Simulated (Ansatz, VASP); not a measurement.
**One calculation of Rb, two programs**

```
CELL_PARAMETERS angstrom
0.00000 3.63988 3.63988
3.63988 0.00000 3.63988
3.63988 3.63988 0.00000
ATOMIC_POSITIONS crystal
Rb 0.64200 0.95700 0.30600
```

Alike in both runs: task single point; functional PBE; k mesh 4 × 4 × 4; no spin polarisation.

```csv
,VASP,Ansatz
version,VASP 6.6.1,Ansatz 0.2.0
potentials or method,"VASP PAW PBE potentials, release 64 (Rb_sv), cutoff 520 eV","scalar-relativistic, plane waves, PAW"
occupations,"fermi-dirac, width 0.136057 eV",fermi-dirac
valence electrons in the cell,9,9
```

|  | VASP | Ansatz | Ansatz less VASP |
| --- | --- | --- | --- |
| gap on the k mesh at the Fermi level (eV) | none | none | - |
| pressure (GPa) | -0.1 | -0.1 | +0.01 |

A gap of «none» marks a metal or a gap that the smearing closes.

The k mesh is coarse, so the values compare programs but aren't converged.
